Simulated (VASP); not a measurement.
# Ba (Im-3m) in VASP: notebook

Runs on Ba. Level: r2SCAN. Tasks: single point.

All numbers are computed with VASP 6.6.1; they aren't measurements. Logs are shortened: lines on timing, memory, paths and dates and some standing lists are left out, and cuts for length are marked.

## (1) The cell of the first run

It takes space group Im-3m (No. 229, cubic). The conventional cell has a = 5.013 Å, b = 5.013 Å, c = 5.013 Å, α = 90.00°, β = 90.00°, γ = 90.00°. Ba (site symmetry m-3m) has 14 Ba at 4.34 to 5.01 Å within 5.7 Å.

## (2) Single point, r2SCAN

POSCAR

```
Ba
1.0
   -2.5065000000      2.5065000000      2.5065000000
    2.5065000000     -2.5065000000      2.5065000000
    2.5065000000      2.5065000000     -2.5065000000
Ba
1
Direct
    0.0000000000      0.0000000000      0.0000000000
```

INCAR.step1

```
SYSTEM = Ba
PREC = Accurate
ENCUT = 520
ISMEAR = -1
SIGMA = 0.05
LREAL = .False.
LASPH = .True.
NELM = 100
NBANDS = 11
GGA = PE
ALGO = Normal
EDIFF = 1E-4
LWAVE = .True.
LCHARG = .False.
```

INCAR.step2

```
SYSTEM = Ba
PREC = Accurate
ENCUT = 520
EDIFF = 1E-6
ISMEAR = -1
SIGMA = 0.05
LREAL = .False.
LASPH = .True.
NELM = 100
ALGO = Normal
ISIF = 2
LWAVE = .False.
LCHARG = .False.
METAGGA = R2SCAN
LMIXTAU = .True.
NBANDS = 11
ISTART = 1
```

KPOINTS

```
Automatic mesh
0
Gamma
  4 4 4
  0 0 0
```

Potentials or basis: VASP PAW PBE potentials, release 64 (Ba_sv).

Command:

```
$ cat potpaw_PBE.64/Ba_sv/POTCAR > POTCAR
$ cp INCAR.step1 INCAR
$ mpirun -np 1 vasp_std > vasp.out
$ cp INCAR.step2 INCAR
$ mpirun -np 1 vasp_std > vasp.out
```

OUTCAR:

```text
SYSTEM = Ba
   PREC = Accurate
   ENCUT = 520
   EDIFF = 1E-6
   ISMEAR = -1
   LREAL = .False.
   LASPH = .True.
   NELM = 100
   ISIF = 2
   METAGGA = R2SCAN
   ISTART = 1

 ion  position               nearest neighbor table
   1  0.000  0.000  0.000-

  LATTYP: Found a body centered cubic cell.
 ALAT       =     5.0130000000

  Lattice vectors:

 A1 = (  -2.5065000000,   2.5065000000,   2.5065000000)
 A2 = (   2.5065000000,  -2.5065000000,   2.5065000000)
 A3 = (   2.5065000000,   2.5065000000,  -2.5065000000)

Analysis of symmetry for initial positions (statically):
=====================================================================
 Subroutine PRICEL returns:
 Original cell was already a primitive cell.

 Routine SETGRP: Setting up the symmetry group for a
 body centered cubic supercell.

 Subroutine GETGRP returns: Found 48 space group operations
 (whereof 48 operations were pure point group operations)
 out of a pool of 48 trial point group operations.

The static configuration has the point symmetry O_h .

Analysis of symmetry for dynamics (positions and initial velocities):
=====================================================================
 Subroutine PRICEL returns:
 Original cell was already a primitive cell.

 Routine SETGRP: Setting up the symmetry group for a
 body centered cubic supercell.

 Subroutine GETGRP returns: Found 48 space group operations
 (whereof 48 operations were pure point group operations)
 out of a pool of 48 trial point group operations.

The dynamic configuration has the point symmetry O_h .

 Subroutine INISYM returns: Found 48 space group operations
 (whereof 48 operations are pure point group operations),
 and found     1 'primitive' translations

----------------------------------------------------------------------------------------

                                     Primitive cell

  volume of cell :      62.9888

  direct lattice vectors                    reciprocal lattice vectors
    -2.506500000  2.506500000  2.506500000     0.000000000  0.199481348  0.199481348
     2.506500000 -2.506500000  2.506500000     0.199481348  0.000000000  0.199481348
     2.506500000  2.506500000 -2.506500000     0.199481348  0.199481348  0.000000000

  length of vectors
     4.341385349  4.341385349  4.341385349     0.282109228  0.282109228  0.282109228

  position of ions in fractional coordinates (direct lattice)
     0.000000000  0.000000000  0.000000000

  ion indices of the primitive-cell ions
   primitive index   ion index
                 1           1

----------------------------------------------------------------------------------------

 KPOINTS: Automatic mesh

Automatic generation of k-mesh.
 Grid dimensions read from file:
 generate k-points for:    4    4    4

 Generating k-lattice:

  Cartesian coordinates                     Fractional coordinates (reciprocal lattice)
     0.000000000  0.049870337  0.049870337     0.250000000  0.000000000  0.000000000
     0.049870337  0.000000000  0.049870337     0.000000000  0.250000000  0.000000000
     0.049870337  0.049870337  0.000000000     0.000000000  0.000000000  0.250000000

  Length of vectors
     0.070527307  0.070527307  0.070527307

  Shift w.r.t. Gamma in fractional coordinates (k-lattice)
     0.000000000  0.000000000  0.000000000

 Subroutine IBZKPT returns following result:
 ===========================================

 Found      8 irreducible k-points:

 Following reciprocal coordinates:
            Coordinates               Weight
  0.000000  0.000000  0.000000      1.000000
  0.250000  0.000000  0.000000     12.000000
  0.500000  0.000000  0.000000      6.000000
  0.250000  0.250000  0.000000     24.000000
  0.250000  0.250000  0.250000      2.000000
 -0.250000  0.250000  0.250000      6.000000
  0.500000  0.500000  0.250000     12.000000
  0.500000  0.500000  0.500000      1.000000
   k-points           NKPTS =      8   k-points in BZ     NKDIM =      8   number of bands    NBANDS=     11
   number of dos      NEDOS =    301   number of ions     NIONS =      1
   total plane-waves  NPLWV =  32768
   dimension x,y,z NGX =    32 NGY =   32 NGZ =   32
   dimension x,y,z NGXF=    64 NGYF=   64 NGZF=   64
   ions per type =               1
   NGX,Y,Z   is equivalent  to a cutoff of  12.25, 12.25, 12.25 a.u.
   NGXF,Y,Z  is equivalent  to a cutoff of  24.51, 24.51, 24.51 a.u.
 SYSTEM =  Ba
   PREC   = accura    normal or accurate (medium, high low for compatibility)
   ISTART =      1    job   : 0-new  1-cont  2-samecut
   ICHARG =      0    charge: 1-file 2-atom 10-const
   ISPIN  =      1    spin polarized calculation?
   LNONCOLLINEAR =      F non collinear calculations
   LSORBIT =      F    spin-orbit coupling
   LASPH  =      T    aspherical Exc in radial PAW
   ENCUT  =  520.0 eV  38.22 Ry    6.18 a.u.   8.07  8.07  8.07*2*pi/ulx,y,z
   NELM   =    100;   NELMIN=  2; NELMDL=  0     # of ELM steps
   EDIFF  = 0.1E-05   stopping-criterion for ELM
[... 41 lines left out ...]
  ---------------------------------------------------
  free energy    TOTEN  =       -26.42336144 eV

  energy without entropy =      -26.41704942  energy(sigma->0) =      -26.42020543

 E-fermi :   1.7301     XC(G=0):  -7.8399

 val. band max:        1.4673850278   @ k =   0.5000   0.5000   0.2500
 cond. band min:       1.8465437302   @ k =   0.5000   0.5000   0.2500
 fundamental gap:      0.3791587024
 Fermi energy:         1.7301358586

 k-point     1 :       0.0000    0.0000    0.0000
  band No.  band energies     occupation
      1     -28.1934      2.00000
      2     -12.7212      2.00000
      3     -12.7212      2.00000
      4     -12.7212      2.00000
      5      -1.1697      2.00000
      6       3.8533      0.00000
      7       3.8533      0.00000
      8       3.8533      0.00000
      9       5.2327      0.00000
     10       5.2327      0.00000
     11       9.0155      0.00000

 k-point     2 :       0.2500    0.0000    0.0000
  band No.  band energies     occupation
      1     -28.1699      2.00000
      2     -12.9692      2.00000
      3     -12.7963      2.00000
      4     -12.7237      2.00000
      5      -0.1010      2.00000
      6       3.0125      0.00000
      7       3.1173      0.00000
      8       5.0109      0.00000
      9       5.0377      0.00000
     10       5.2855      0.00000
     11       9.3716      0.00000

 k-point     3 :       0.5000    0.0000    0.0000
  band No.  band energies     occupation
      1     -28.1463      2.00000
      2     -13.1990      2.00000
      3     -12.8693      2.00000
      4     -12.7264      2.00000
      5       0.8418      2.00000
      6       2.5981      0.00000
      7       2.9271      0.00000
      8       5.2758      0.00000
      9       5.8467      0.00000
     10       7.2929      0.00000
     11       7.6365      0.00000

 k-point     4 :       0.2500    0.2500    0.0000
  band No.  band energies     occupation
      1     -28.1463      2.00000
      2     -13.1117      2.00000
      3     -12.9201      2.00000
      4     -12.7715      2.00000
      5       1.2995      1.99964
      6       2.2459      0.00007
      7       2.7021      0.00000
      8       5.0785      0.00000
      9       5.7408      0.00000
     10       7.0725      0.00000
     11       8.2795      0.00000

 k-point     5 :       0.2500    0.2500    0.2500
  band No.  band energies     occupation
      1     -28.1429      2.00000
      2     -12.9614      2.00000
      3     -12.9614      2.00000
      4     -12.9614      2.00000
      5       2.2858      0.00003
      6       2.2858      0.00003
      7       2.2858      0.00003
      8       5.9562      0.00000
      9       5.9562      0.00000
     10       6.1669      0.00000
     11       8.8753      0.00000

 k-point     6 :      -0.2500    0.2500    0.2500
  band No.  band energies     occupation
      1     -28.1498      2.00000
      2     -12.9800      2.00000
      3     -12.8784      2.00000
      4     -12.8784      2.00000
      5       0.7531      2.00000
      6       2.5120      0.00000
      7       3.8236      0.00000
      8       3.8236      0.00000
      9       4.9959      0.00000
     10       5.7323      0.00000
     11       9.1464      0.00000

 k-point     7 :       0.5000    0.5000    0.2500
  band No.  band energies     occupation
      1     -28.1294      2.00000
      2     -13.1225      2.00000
      3     -12.9580      2.00000
      4     -12.8897      2.00000
      5       1.4674      1.98961
      6       1.8465      0.17764
      7       3.7596      0.00000
      8       3.8798      0.00000
      9       6.4617      0.00000
     10       7.0286      0.00000
     11       8.2743      0.00000

 k-point     8 :       0.5000    0.5000    0.5000
  band No.  band energies     occupation
      1     -28.1125      2.00000
      2     -13.0438      2.00000
      3     -13.0438      2.00000
      4     -13.0438      2.00000
      5       1.1084      1.99999
      6       1.1084      1.99999
      7       6.4149      0.00000
      8       6.4149      0.00000
      9       6.4149      0.00000
     10       6.7929      0.00000
     11       6.7929      0.00000

------------------------ aborting loop because EDIFF is reached ----------------------------------------

  FORCE on cell =-STRESS in cart. coord.  units (eV):
  Direction    XX          YY          ZZ          XY          YZ          ZX
  --------------------------------------------------------------------------------------
  -------------------------------------------------------------------------------------
  Total        0.2792153      0.2792153      0.2792153     -0.0000000     -0.0000000      0.0000000
  in kB        7.1020987      7.1020987      7.1020987     -0.0000000     -0.0000000      0.0000000
  external PRESSURE =       7.1020987 kB  Pullay stress =       0.0000000 kB

 VOLUME and BASIS-vectors are now :
 -----------------------------------------------------------------------------
  energy-cutoff  :      520.00
  volume of cell :       62.99
      direct lattice vectors                 reciprocal lattice vectors
    -2.506500000  2.506500000  2.506500000     0.000000000  0.199481348  0.199481348
     2.506500000 -2.506500000  2.506500000     0.199481348  0.000000000  0.199481348
     2.506500000  2.506500000 -2.506500000     0.199481348  0.199481348  0.000000000

 POSITION                                       TOTAL-FORCE (eV/Angst)
 -----------------------------------------------------------------------------------
      0.00000      0.00000      0.00000        -0.000000      0.000000     -0.000000
 -----------------------------------------------------------------------------------
    total drift:                                0.000000     -0.000000     -0.000000

  FREE ENERGIE OF THE ION-ELECTRON SYSTEM (eV)
  ---------------------------------------------------
  free  energy   TOTEN  =       -26.4233614371 eV

  energy  without entropy=      -26.4170494247  energy(sigma->0) =      -26.42020543
```

Wall time 13 s (1 thread of Intel Xeon Platinum 8488C (Sapphire Rapids), shared host); peak memory 0.18 GiB.

What came out:

```yaml
Free_energy: -26.4234 eV
Pressure: 0.7 GPa
Band_gap_on_the_k_mesh: zero (band 5 reaches 2.29 eV, above the bottom of band 6 at 1.11 eV)
```

Caveat: the k points lie up to 0.44 Å⁻¹ apart; the PAW data sets were made with another functional, which shifts forces and pressure a little; spin-orbit coupling is left out, which moves the levels of the heavy elements.

## (3) Single point, r2SCAN

This run uses another cell than the first one, of 24.24 Å³/atom, 0.385 times its volume.

POSCAR

```
Ba
1.0
   -1.8231507022      1.8231507022      1.8231507022
    1.8231507022     -1.8231507022      1.8231507022
    1.8231507022      1.8231507022     -1.8231507022
Ba
1
Direct
    0.0000000000      0.0000000000      0.0000000000
```

INCAR.step1

```
ALGO     = Normal         # electronic algorithm
EDIFF    = 1E-4           # SCF threshold, eV
ENCUT    = 520            # plane-wave cutoff, eV
GGA      = PE             # functional
ISMEAR   = -1             # smearing method
LASPH    = True           # aspherical terms in the spheres
LCHARG   = False          # write CHGCAR
LREAL    = False          # projectors in reciprocal space
LWAVE    = True           # write WAVECAR
NBANDS   = 11             # bands
NELM     = 60             # most SCF steps
PREC     = Accurate       # precision mode
SIGMA    = 0.05           # smearing width, eV
```

INCAR.step2

```
ALGO     = Normal         # electronic algorithm
EDIFF    = 1E-7           # SCF threshold, eV
ENCUT    = 520            # plane-wave cutoff, eV
ISIF     = 2              # what is computed and relaxed
ISMEAR   = -1             # smearing method
ISTART   = 1            
LASPH    = True           # aspherical terms in the spheres
LCHARG   = False          # write CHGCAR
LMIXTAU  = True         
LREAL    = False          # projectors in reciprocal space
LWAVE    = False          # write WAVECAR
METAGGA  = R2SCAN         # meta-GGA
NBANDS   = 11             # bands
NELM     = 60             # most SCF steps
PREC     = Accurate       # precision mode
SIGMA    = 0.05           # smearing width, eV
```

KPOINTS

```
k-points
0
Gamma
  8 8 8
```

Potentials or basis: VASP PAW PBE potentials, release 64 (Ba_sv).

Command:

```
$ cat potpaw_PBE.64/Ba_sv/POTCAR > POTCAR
$ cp INCAR.step1 INCAR
$ mpirun -np 1 vasp_std > vasp.out
$ cp INCAR.step2 INCAR
$ mpirun -np 1 vasp_std > vasp.out
```

Wall time 16 s (1 thread of Intel Xeon Platinum 8488C (Sapphire Rapids), shared host); peak memory 0.14 GiB.

The run converged. Its results:

```yaml
Free_energy: -24.1882 eV
Pressure: 36.6 GPa
Band_gap_on_the_k_mesh: zero (band 5 reaches 10.24 eV, above the bottom of band 6 at 3.23 eV)
```

Levels at points of the mesh, in eV from the Fermi level:
```
           k point  band 1  band 2  band 3  band 4  band 5  band 6  band 7  band 8  band 9  band 10
(0.00, 0.00, 0.00)  -30.98  -12.25  -12.25  -12.25   -0.73    2.35    2.35    2.35    5.52     5.52
(0.50, 0.00, 0.00)  -29.49  -17.76  -13.93  -12.50   -2.47   -0.75    6.85    7.83    8.23     9.08
(0.50, 0.50, 0.50)  -28.52  -15.82  -15.82  -15.82   -4.04   -4.04   10.91   10.91   10.91    12.75
```

Caveat: the PAW data sets were made with another functional, which shifts forces and pressure a little; spin-orbit coupling is left out, which moves the levels of the heavy elements.

## (4) Single point, r2SCAN

This run uses another cell than the first one, of 28.59 Å³/atom, 0.454 times its volume.

POSCAR

```
Ba
1.0
   -1.9262183246      1.9262183246      1.9262183246
    1.9262183246     -1.9262183246      1.9262183246
    1.9262183246      1.9262183246     -1.9262183246
Ba
1
Direct
    0.0000000000      0.0000000000      0.0000000000
```

INCAR.step1

```
  PREC = Accurate
  ENCUT = 520
  ISMEAR = -1
  SIGMA = 0.05
  LREAL = F
  LASPH = T
  NELM = 60
  NBANDS = 11
  GGA = PE
  ALGO = Normal
  EDIFF = 1E-4
  LWAVE = T
  LCHARG = F
```

INCAR.step2

```
  PREC = Accurate
  ENCUT = 520
  EDIFF = 1E-7
  ISMEAR = -1
  SIGMA = 0.05
  LREAL = F
  LASPH = T
  NELM = 60
  ALGO = Normal
  ISIF = 2
  LWAVE = F
  LCHARG = F
  METAGGA = R2SCAN
  LMIXTAU = T
  NBANDS = 11
  ISTART = 1
```

KPOINTS

```
Automatic mesh
0
Gamma
  8 8 8
```

Command:

```
$ cat potpaw_PBE.64/Ba_sv/POTCAR > POTCAR
$ cp INCAR.step1 INCAR
$ mpirun -np 1 vasp_std > vasp.out
$ cp INCAR.step2 INCAR
$ mpirun -np 1 vasp_std > vasp.out
```

Run time: 35 s. Hardware: 1 thread of Intel Xeon Platinum 8488C (Sapphire Rapids), shared host; peak memory 0.16 GiB.

The run converged. Its results:

```yaml
Free_energy: -24.9665 eV
Pressure: 23.2 GPa
Band_gap_on_the_k_mesh: zero (band 5 reaches 8.08 eV, above the bottom of band 6 at 2.75 eV)
```

Levels at points of the mesh, in eV from the Fermi level:
```tsv
k point	band 2	band 3	band 4	band 5	band 6	band 7	band 8	band 9
(0.00, 0.00, 0.00)	-12.75	-12.75	-12.75	-1.81	2.44	2.44	2.44	5.12
(0.50, 0.00, 0.00)	-16.67	-13.92	-12.91	-2.10	-0.22	6.11	6.32	7.04
(0.50, 0.50, 0.50)	-15.26	-15.26	-15.26	-3.17	-3.17	9.57	9.57	9.57
```

Caveat: the PAW data sets were made with another functional, which shifts forces and pressure a little; spin-orbit coupling is left out, which moves the levels of the heavy elements.

## (5) Single point, r2SCAN

This run uses another cell than the first one, of 36.43 Å³/atom, 0.578 times its volume.

POSCAR

```
Ba
1.0
   -2.0883744141      2.0883744141      2.0883744141
    2.0883744141     -2.0883744141      2.0883744141
    2.0883744141      2.0883744141     -2.0883744141
Ba
1
Direct
    0.0000000000      0.0000000000      0.0000000000
```

INCAR.step1

```
PREC = Accurate
ENCUT = 520
ISMEAR = -1
SIGMA = 0.05
LREAL = False
LASPH = True
NELM = 80
NBANDS = 11
GGA = PE
ALGO = Normal
EDIFF = 1E-4
LWAVE = True
LCHARG = False
```

INCAR.step2

```
PREC = Accurate
ENCUT = 520
EDIFF = 1E-6
ISMEAR = -1
SIGMA = 0.05
LREAL = False
LASPH = True
NELM = 80
ALGO = Normal
ISIF = 2
LWAVE = False
LCHARG = False
METAGGA = R2SCAN
LMIXTAU = True
NBANDS = 11
ISTART = 1
```

KPOINTS

```
regular mesh
0
Gamma
  8 8 8
```

Command:

```
$ cat potpaw_PBE.64/Ba_sv/POTCAR > POTCAR
$ cp INCAR.step1 INCAR
$ mpirun -np 1 vasp_std > vasp.out
$ cp INCAR.step2 INCAR
$ mpirun -np 1 vasp_std > vasp.out
```

It took 32 s on 1 thread of Intel Xeon Platinum 8488C (Sapphire Rapids), shared host; peak memory 0.16 GiB.

The run converged. Its results:

```
Free energy            : -25.7447 eV
Pressure               : 11.2 GPa
Band gap on the k mesh : zero (band 5 reaches 5.66 eV, above the bottom of band 6 at 2.19 eV)
```

Levels at points of the mesh, in eV from the Fermi level:
```
           k point  band 1  band 2  band 3  band 4  band 5  band 6  band 7  band 8  band 9  band 10
(0.00, 0.00, 0.00)  -29.67  -13.31  -13.31  -13.31   -2.62    2.47    2.47    2.47    4.64     4.64
(0.50, 0.00, 0.00)  -29.26  -15.56  -13.97  -13.38   -1.60    0.35    4.10    5.20    6.04     7.61
(0.50, 0.50, 0.50)  -28.99  -14.75  -14.75  -14.75   -2.09   -2.09    7.91    7.91    7.91     8.48
```

Caveat: the PAW data sets were made with another functional, which shifts forces and pressure a little; spin-orbit coupling is left out, which moves the levels of the heavy elements.

## (6) The runs side by side

```csv
cell,k mesh,gap on the mesh (eV),pressure (GPa)
"a = 4.341 Å, angles 109.5°, 1 atom",4 × 4 × 4,none,0.7
"a = 3.158 Å, angles 109.5°, 1 atom",8 × 8 × 8,none,36.6
"a = 3.336 Å, angles 109.5°, 1 atom",8 × 8 × 8,none,23.2
"a = 3.617 Å, angles 109.5°, 1 atom",8 × 8 × 8,none,11.2
```

Alike in all rows: task single point; level r2SCAN; potentials or basis VASP PAW PBE potentials, release 64 (Ba_sv); no spin polarisation; cutoff (eV) 520; smearing fermi-dirac 0.05 eV.

Caveats: some runs use coarse meshes; the PAW data sets were made with another functional, which shifts forces and pressure a little; spin-orbit coupling is left out, which moves the levels of the heavy elements.

Total energies depend on the potentials used, so only differences within one code and one set of settings carry meaning.
